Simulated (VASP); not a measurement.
# MnO2 (P4_2/mnm) in VASP: settings compared, part 2 of 2

VASP 6.6.1. The steps go on from the part before.

**3. Single point, PBE, collinear spin, ferromagnetic start**

This run uses another cell than the first one, of 9.25 Å³/atom.

Contents of INCAR:

```
PREC     = Accurate       # precision mode
ENCUT    = 520            # plane-wave cutoff, eV
EDIFF    = 1E-7           # SCF threshold, eV
ISMEAR   = -1             # smearing method
SIGMA    = 0.05           # smearing width, eV
LREAL    = False          # projectors in reciprocal space
LASPH    = True           # aspherical terms in the spheres
NELM     = 150            # most SCF steps
ALGO     = Normal         # electronic algorithm
ISIF     = 2              # what is computed and relaxed
LWAVE    = False          # write WAVECAR
LCHARG   = True           # write CHGCAR
ISPIN    = 2              # spin polarisation
MAGMOM   = 4 4 0 0 0 0    # initial moments
LORBIT   = 11             # projections on sites
LMAXMIX  = 4              # l up to which the mixer works
GGA      = PE             # functional
LELF     = True           # ELF
LVHAR    = True         
NBANDS   = 38             # bands
```

Contents of KPOINTS:

```
Automatic mesh
0
Gamma
  5 5 8
```

Contents of POSCAR:

```
MnO2
1.0
    4.4004184607      0.0000000000      0.0000000000
    0.0000000000      4.4004184607      0.0000000000
    0.0000000000      0.0000000000      2.8670779400
Mn O
2 4
Direct
    0.5000000000      0.5000000000      0.5000000000
    0.0000000000      0.0000000000      0.0000000000
    0.8049161500      0.1950838500      0.5000000000
    0.6950838500      0.6950838500      0.0000000000
    0.1950838500      0.8049161500      0.5000000000
    0.3049161500      0.3049161500      0.0000000000
```

Potentials or basis: VASP PAW PBE potentials, release 64 (Mn_pv, O).

Run with:

```sh
$ cat potpaw_PBE.64/Mn_pv/POTCAR potpaw_PBE.64/O/POTCAR > POTCAR
$ mpirun -np 1 vasp_std > vasp.out
```

OUTCAR:

```text
PREC = Accurate
   ENCUT = 520
   EDIFF = 1E-7
   ISMEAR = -1
   LREAL = False
   LASPH = True
   NELM = 150
   ISIF = 2
   ISPIN = 2
   LORBIT = 11
   GGA = PE

 ion  position               nearest neighbor table
   1  0.500  0.500  0.500-   4 1.88   6 1.88   4 1.88   6 1.88   5 1.90   3 1.90
   2  0.000  0.000  0.000-   3 1.88   5 1.88   3 1.88   5 1.88   4 1.90   6 1.90
   3  0.805  0.195  0.500-   2 1.88   2 1.88   1 1.90
   4  0.695  0.695  0.000-   1 1.88   1 1.88   2 1.90
   5  0.195  0.805  0.500-   2 1.88   2 1.88   1 1.90
   6  0.305  0.305  0.000-   1 1.88   1 1.88   2 1.90

  LATTYP: Found a simple tetragonal cell.
 ALAT       =     4.4004184607
 C/A-ratio  =     0.6515466576

  Lattice vectors:

 A1 = (   4.4004184607,   0.0000000000,   0.0000000000)
 A2 = (   0.0000000000,   4.4004184607,   0.0000000000)
 A3 = (   0.0000000000,   0.0000000000,   2.8670779400)

Analysis of symmetry for initial positions (statically):
=====================================================================
 Subroutine PRICEL returns:
 Original cell was already a primitive cell.

 Routine SETGRP: Setting up the symmetry group for a
 simple tetragonal supercell.

 Subroutine GETGRP returns: Found 16 space group operations
 (whereof  8 operations were pure point group operations)
 out of a pool of 16 trial point group operations.

The static configuration has the point symmetry D_2h.
 The point group associated with its full space group is D_4h.

Analysis of symmetry for dynamics (positions and initial velocities):
=====================================================================
 Subroutine PRICEL returns:
 Original cell was already a primitive cell.

 Routine SETGRP: Setting up the symmetry group for a
 simple tetragonal supercell.

 Subroutine GETGRP returns: Found 16 space group operations
 (whereof  8 operations were pure point group operations)
 out of a pool of 16 trial point group operations.

The dynamic configuration has the point symmetry D_2h.
 The point group associated with its full space group is D_4h.

Analysis of structural, dynamic, and magnetic symmetry:
=====================================================================
 Subroutine PRICEL returns:
 Original cell was already a primitive cell.

 Routine SETGRP: Setting up the symmetry group for a
 simple tetragonal supercell.

 Subroutine GETGRP returns: Found 16 space group operations
 (whereof  8 operations were pure point group operations)
 out of a pool of 16 trial point group operations.

The overall configuration has the point symmetry D_2h.
 The point group associated with its full space group is D_4h.

 Subroutine INISYM returns: Found 16 space group operations
 (whereof  8 operations are pure point group operations),
 and found     1 'primitive' translations

----------------------------------------------------------------------------------------

                                     Primitive cell

  volume of cell :      55.5172

  direct lattice vectors                    reciprocal lattice vectors
     4.400418461  0.000000000  0.000000000     0.227251115  0.000000000  0.000000000
     0.000000000  4.400418461  0.000000000     0.000000000  0.227251115  0.000000000
     0.000000000  0.000000000  2.867077940     0.000000000  0.000000000  0.348787170

  length of vectors
     4.400418461  4.400418461  2.867077940     0.227251115  0.227251115  0.348787170
[... 96 lines left out ...]
   ISYM   =      2    0-nonsym 1-usesym 2-fastsym
   POTIM  = 0.5000    time-step for ionic-motion
   TEBEG  =    0.0;   TEEND  =   0.0 temperature during run
   PSTRESS=    0.0 pullay stress
   NELECT =      50.0000    total number of electrons
   NUPDOWN=      -1.0000    fix difference up-down
   EMIN   =  10.00;   EMAX   =-10.00  energy-range for DOS
   EFERMI =   0.00;   METHOD = LEGACY
   ISMEAR =    -1;   SIGMA  =   0.05  broadening in eV -4-tet -1-fermi 0-gaus
   EFERMI_NEDOS =   21; number of points for ismear=-14 and -15
   IALGO  =     38    algorithm
   IMIX   =      4    mixing-type and parameters
     AMIX     =   0.40;   BMIX     =  1.00
     AMIX_MAG =   1.60;   BMIX_MAG =  1.00
  volume/ion in A,a.u.               =       9.25        62.44
  Fermi-wavevector in a.u.,A,eV,Ry     =   1.580965  2.987591 34.007101  2.499451
  Thomas-Fermi vector in A             =   2.681113
   LORBIT       =     11    0 simple, 1 ext, 2 COOP (PROOUT), +10 PAW based schemes
   GGA     = PE    functional components
   LHFCALC =     F    Hartree Fock is set to
   AEXX    =    0.0000 exact exchange contribution
   IVDW    =     0    specifies the selected vdW correction
   LEPSILON=     F    determine dielectric tensor
   LRPA    =     F    only Hartree local field effects (RPA)
 spin polarized calculation
  energy-cutoff  :      520.00
  volume of cell :       55.52
 maximum number of plane-waves:      1514
 NGX is ok and might be reduce to    36
   NGX = 17   NGY = 17   NGZ = 11

 number of electron      49.9999968 magnetization       5.9872202

 Free energy of the ion-electron system (eV)
  ---------------------------------------------------
  ext. energy  EPLUGINS =         0.00000000
  ---------------------------------------------------
  free energy    TOTEN  =       -47.68387633 eV

  energy without entropy =      -47.67982879  energy(sigma->0) =      -47.68185256

 E-fermi :   5.4916     XC(G=0): -12.0232

 val. band max:        5.4175329006   @ k =   0.2000   0.2000   0.5000
 cond. band min:       5.5391734185   @ k =   0.0000   0.0000   0.0000
 fundamental gap:      0.1216405178
 Fermi energy:         5.4915694181

 spin component 1

 k-point     1 :       0.0000    0.0000    0.0000
  band No.  band energies     occupation
      1     -45.3471      1.00000
      2     -45.3394      1.00000
      3     -45.2767      1.00000
      4     -45.2767      1.00000
      5     -45.1923      1.00000
      6     -45.1923      1.00000
[... 949 lines left out ...]
     36      19.0131      0.00000
     37      20.4506      0.00000

 [... further k-points ...]

 spin component 2

 k-point     1 :       0.0000    0.0000    0.0000
  band No.  band energies     occupation
      1     -42.3794      1.00000
      2     -42.3698      1.00000
      3     -42.3087      1.00000
      4     -42.3087      1.00000
      5     -42.2140      1.00000
      6     -42.2140      1.00000
[... 949 lines left out ...]
     36      19.7056      0.00000
     37      20.8318      0.00000

 [... further k-points ...]

 [bands above 37 left out]

------------------------ aborting loop because EDIFF is reached ----------------------------------------

  FORCE on cell =-STRESS in cart. coord.  units (eV):
  Direction    XX          YY          ZZ          XY          YZ          ZX
  --------------------------------------------------------------------------------------
  -------------------------------------------------------------------------------------
  Total        2.5221232      2.5221232      2.2471233     -0.0000000      0.0000000      0.0000000
  in kB       72.7862622     72.7862622     64.8500081     -0.0000000      0.0000000      0.0000000
  external PRESSURE =      70.1408442 kB  Pullay stress =       0.0000000 kB

 VOLUME and BASIS-vectors are now :
 -----------------------------------------------------------------------------
  energy-cutoff  :      520.00
  volume of cell :       55.52
      direct lattice vectors                 reciprocal lattice vectors
     4.400418461  0.000000000  0.000000000     0.227251115  0.000000000  0.000000000
     0.000000000  4.400418461  0.000000000     0.000000000  0.227251115  0.000000000
     0.000000000  0.000000000  2.867077940     0.000000000  0.000000000  0.348787170

 POSITION                                       TOTAL-FORCE (eV/Angst)
 -----------------------------------------------------------------------------------
      2.20021      2.20021      1.43354        -0.000000     -0.000000      0.000000
      0.00000      0.00000      0.00000        -0.000000     -0.000000      0.000000
      3.54197      0.85845      1.43354        -0.020182      0.020182     -0.000000
      3.05866      3.05866      0.00000         0.020182      0.020182     -0.000000
      0.85845      3.54197      1.43354         0.020182     -0.020182      0.000000
      1.34176      1.34176      0.00000        -0.020182     -0.020182      0.000000
 -----------------------------------------------------------------------------------
    total drift:                                0.000000      0.000000      0.000000

  FREE ENERGIE OF THE ION-ELECTRON SYSTEM (eV)
  ---------------------------------------------------
  free  energy   TOTEN  =       -47.6838763305 eV

  energy  without entropy=      -47.6798287917  energy(sigma->0) =      -47.68185256

 total charge

# of ion       s       p       d       tot
------------------------------------------
    1        0.354   6.469   4.901  11.724
    2        0.354   6.469   4.901  11.724
    3        1.569   3.467   0.000   5.036
    4        1.569   3.467   0.000   5.036
    5        1.569   3.467   0.000   5.036
    6        1.569   3.467   0.000   5.036
--------------------------------------------------
tot          6.985  26.806   9.801  43.592

 magnetization (x)

# of ion       s       p       d       tot
------------------------------------------
    1        0.017   0.029   2.645   2.691
    2        0.017   0.029   2.645   2.691
    3        0.001   0.096   0.000   0.097
    4        0.001   0.096   0.000   0.097
    5        0.001   0.096   0.000   0.097
    6        0.001   0.096   0.000   0.097
--------------------------------------------------
tot          0.038   0.441   5.289   5.768
```

It took 55 s on 1 thread of Intel Xeon 6975P-C (Granite Rapids), shared host; peak memory 0.25 GiB.

Results:

```yaml
Free_energy: -47.6839 eV
Pressure: 7.0 GPa
Largest_force: 0.029 eV/Å
Band_gap_on_the_k_mesh: zero (filled and empty bands overlap)
Net_moment: 5.99 μB per cell
Site_moments: Mn +2.69; O +0.10 μB
Valence_electrons_inside_the_program's_atomic_spheres: Mn 11.72; O 5.04
```

Forces on the atoms (eV/Å):
```
Mn   0.000  0.000  0.000
Mn   0.000  0.000  0.000
O   -0.020  0.020  0.000
O    0.020  0.020  0.000
O    0.020 -0.020  0.000
O   -0.020 -0.020  0.000
```

Stress tensor (GPa, compression positive):
```
7.28 0.00 0.00
0.00 7.28 0.00
0.00 0.00 6.49
```

Levels at points of the mesh, in eV from the Fermi level:
Spin up:
```
           k point  band 25  band 26  band 27  band 28  band 29  band 30  band 31  band 32
(0.00, 0.00, 0.00)    -1.30    -1.30    -0.74    -0.20    -0.19     2.71     2.71     3.44
(0.00, 0.00, 0.50)    -1.17    -1.17    -0.23    -0.23     1.28     1.28     1.71     1.71
```
Spin down:
```
           k point  band 18  band 19  band 20  band 21  band 22  band 23  band 24  band 25  band 26  band 27
(0.00, 0.00, 0.00)    -3.48    -1.71    -1.00    -1.00    -0.41     0.05     0.36     0.50     0.50     0.71
(0.00, 0.00, 0.50)    -4.19    -3.15    -3.15    -2.45    -2.45     1.05     1.05     1.36     1.36     2.08
```

Caveat: the cell stands under pressure; semilocal functionals often make such compounds metallic where correlation or magnetic order opens a gap, which also shifts bond lengths; only a ferromagnetic start was run, and an antiferromagnetic order may lie lower in energy. With open d or f shells a metallic result of PBE can be an artefact of self-interaction; +U or a hybrid may open a gap.

**4. Single point, r2SCAN, collinear spin, ferromagnetic start**

This run uses another cell than the first one, of 9.25 Å³/atom.

POSCAR is that of step 3.

Contents of INCAR.step1:

```
ALGO = Normal
EDIFF = 1E-4
ENCUT = 520
GGA = PE
ISMEAR = -1
ISPIN = 2
LASPH = T
LCHARG = F
LMAXMIX = 4
LREAL = F
LWAVE = T
MAGMOM = 4 4 0 0 0 0
NBANDS = 38
NELM = 150
PREC = Accurate
SIGMA = 0.05
```

Contents of INCAR.step2:

```
ALGO = Normal
EDIFF = 1E-6
ENCUT = 520
ISIF = 2
ISMEAR = -1
ISPIN = 2
ISTART = 1
LASPH = T
LCHARG = F
LMAXMIX = 4
LMIXTAU = T
LORBIT = 11
LREAL = F
LWAVE = F
MAGMOM = 4 4 0 0 0 0
METAGGA = R2SCAN
NBANDS = 38
NELM = 150
PREC = Accurate
SIGMA = 0.05
```

Contents of KPOINTS:

```
k-points
0
Gamma
  5 5 8
```

Run with:

```sh
$ cat potpaw_PBE.64/Mn_pv/POTCAR potpaw_PBE.64/O/POTCAR > POTCAR
$ cp INCAR.step1 INCAR
$ mpirun -np 1 vasp_std > vasp.out
$ cp INCAR.step2 INCAR
$ mpirun -np 1 vasp_std > vasp.out
```

Wall time 2.6 min (1 thread of Intel Xeon 6975P-C (Granite Rapids), shared host); peak memory 0.26 GiB.

Results (log left out):

| Property | Result |
| --- | --- |
| Free energy | -65.4031 eV |
| Pressure | 0.3 GPa |
| Largest force | 0.018 eV/Å |
| Band gap on the k mesh | 0.13 eV |
| Net moment | 6.00 μB per cell |
| Site moments | Mn +2.81; O +0.06 μB |
| Valence electrons inside the program's atomic spheres | Mn 11.68; O 5.07 |

Forces in eV/Å, atoms in the order of the input:
```
Mn   0.000  0.000  0.000
Mn   0.000  0.000  0.000
O    0.013 -0.013  0.000
O   -0.013 -0.013  0.000
O   -0.013  0.013  0.000
O    0.013  0.013  0.000
```

Levels at points of the mesh, in eV from the valence-band top:
Spin up:
```
           k point  band 26  band 27  band 28  band 29  band 30  band 31
(0.00, 0.00, 0.00)    -0.99    -0.51    -0.49     0.13     3.20     3.20
(0.00, 0.00, 0.50)    -1.30    -0.33    -0.33     1.72     1.72     2.19
```
Spin down:
```csv
k point,band 18,band 19,band 20,band 21,band 22,band 23,band 24,band 25,band 26,band 27
"(0.00, 0.00, 0.00)",-3.27,-1.44,-0.69,-0.69,0.00,1.00,1.32,1.49,1.49,1.67
"(0.00, 0.00, 0.50)",-3.98,-2.78,-2.78,-2.11,-2.11,2.11,2.11,2.31,2.31,3.01
```

Caveat: the PAW data sets were made with another functional, which shifts forces and pressure a little; an odd mesh through Γ misses points on the zone boundary, where band edges can lie; only a ferromagnetic start was run, and an antiferromagnetic order may lie lower in energy.

**5. Overview**

```csv
level,potentials or basis,cell,k mesh,gap on the mesh (eV),pressure (GPa),moment (μB),largest force (eV/Å)
LDA,"VASP PAW LDA potentials, release 64 (Mn_pv, O)","a = 4.346, b = 4.346, c = 2.776 Å, 6 atoms",6 × 6 × 9,none,-1.8,3.95,0.17
PBE,"VASP PAW PBE potentials, release 64 (Mn_pv, O)","a = 4.400, b = 4.400, c = 2.867 Å, 6 atoms",5 × 5 × 8,none,7.0,5.99,0.03
r2SCAN,"VASP PAW PBE potentials, release 64 (Mn_pv, O)","a = 4.400, b = 4.400, c = 2.867 Å, 6 atoms",5 × 5 × 8,0.13,0.3,6.00,0.02
```

Alike in all rows: task single point; spin collinear, ferromagnetic start; cutoff (eV) 520; smearing fermi-dirac 0.05 eV.

Caveats: only a ferromagnetic start was run, and an antiferromagnetic order may lie lower in energy; semilocal functionals often make such compounds metallic where correlation or magnetic order opens a gap, which also shifts bond lengths (at least some runs); the cell stands under pressure (at least some runs); the PAW data sets were made with another functional, which shifts forces and pressure a little (at least some runs); an odd mesh through Γ misses points on the zone boundary, where band edges can lie (at least some runs).

Absolute energies hang on the potentials; compare differences alone.
